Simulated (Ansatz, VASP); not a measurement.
**LiH: VASP beside Ansatz**

The input INCAR:

```
ALGO = Normal ; EDIFF = 1E-8
ENCUT = 520 ; GGA = CA
ISIF = 2 ; ISMEAR = -1
LASPH = T ; LCHARG = F
LEFG = T ; LREAL = F
LWAVE = F ; NBANDS = 9
NELM = 100 ; PREC = Accurate
SIGMA = 0.03
```

File KPOINTS:

```
k-points
0
Gamma
  11 11 11
```

File POSCAR:

```
LiH
1.0
    0.0000000000      2.0723630616      2.0723630616
    2.0723630616      0.0000000000      2.0723630616
    2.0723630616      2.0723630616      0.0000000000
Li H
1 1
Direct
    0.0000000000      0.0000000000      0.0000000000
    0.5000000000      0.5000000000      0.5000000000
```

Input for Ansatz:

```yaml
crystal:
  lattice:
    - [0.0, 2.0723630616, 2.0723630616]
    - [2.0723630616, 0.0, 2.0723630616]
    - [2.0723630616, 2.0723630616, 0.0]
  atoms:
    - { symbol: Li, position: [0.0, 0.0, 0.0] }
    - { symbol: H, position: [0.5, 0.5, 0.5] }
kpoints:
  mp_grid: { grid: [11, 11, 11] }
scf:
  occupations: { method: fermi_dirac, width: 0.03 }
hamiltonian:
  xc: lda
  pseudopotentials: { kind: all_electron, datasets: crystal }
output:
  forces: true
  stress: true
  eigenvalues: true
  efg: { contact_densities: true }
```

Change from the starting cell: volume scaled by 1.06, crystal datasets.

Alike in both runs: task electric field gradients; functional LDA; k mesh 11 × 11 × 11; occupations fermi-dirac, width 0.03 eV; no spin polarisation.

|  | VASP | Ansatz |
| --- | --- | --- |
| version | VASP 6.6.1 | Ansatz 0.2.0 |
| potentials or method | VASP PAW LDA potentials, release 64 (Li_sv, H), cutoff 520 eV | all-electron PAW with datasets made for the crystal, scalar-relativistic |

|  | VASP | Ansatz | Ansatz less VASP |
| --- | --- | --- | --- |
| gap on the k mesh at the Fermi level (eV) | 2.87 | 2.88 | +0.009 |

LDA's correlation is that of Perdew and Zunger in VASP and of Perdew and Wang (1992) in Ansatz. Ansatz ran all-electron here, and VASP with PAW potentials.

Noted on VASP's run: the cutoff is short for stress, so the pressure is rough.
